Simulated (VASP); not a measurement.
Write the native input for VASP 6.6.1 that does the following.

```
Task                   : single point
Functional             : PBE
Dispersion             : D3(BJ)
Potentials or basis    : VASP PAW PBE potentials, release 64 (As_d)
Cutoff                 : 400 eV
k mesh                 : 33 × 33 × 1
Occupations            : gaussian, width 0.05 eV
Spin                   : no spin polarisation
Dipole correction      : yes
Further INCAR settings : ALGO = Normal; EDIFF = 1e-06; NBANDS = 22; NELMDL = -8
```

The structure of As lies in POSCAR:

```
As
1.0
    3.5704865906      0.0000000000      0.0000000000
   -1.7852432953      3.0921320914      0.0000000000
    0.0000000000      0.0000000000     19.3981243213
As
2
Direct
    0.3333333333      0.6666666667      0.4639623837
    0.6666666667      0.3333333333      0.5360376163
```

These files were run (other wordings do the same):

INCAR

```
SYSTEM = As
PREC = Accurate ; ENCUT = 400
EDIFF = 1E-6 ; ISMEAR = 0
SIGMA = 0.05 ; LREAL = .False.
LASPH = .True. ; NELM = 120
ALGO = Normal ; ISIF = 2
LWAVE = .False. ; LCHARG = .False.
LDIPOL = .True. ; IDIPOL = 3
DIPOL = 0.5 0.5 0.500 ; GGA = PE
IVDW = 12 ; NBANDS = 22
GGA_COMPAT = .False. ; NELMDL = -8
```

KPOINTS

```
Automatic mesh
0
Gamma
  33 33 1
  0 0 0
```

Potentials or basis: VASP PAW PBE potentials, release 64 (As_d).

The run is started by

```sh
$ cat potpaw_PBE.64/As_d/POTCAR > POTCAR
$ mpirun -np 1 vasp_std > vasp.out
```

Results of the run:

```yaml
Largest_force: 0.023 eV/Å
Band_gap_on_the_k_mesh: 1.54 eV (least direct gap 2.05 eV)
Dispersion_energy_per_atom: -0.212 eV
```

Run time: 5.5 min on 1 thread of AMD EPYC 7R13 Processor (Zen 3), with other jobs on the host, peak memory 0.4 GiB.
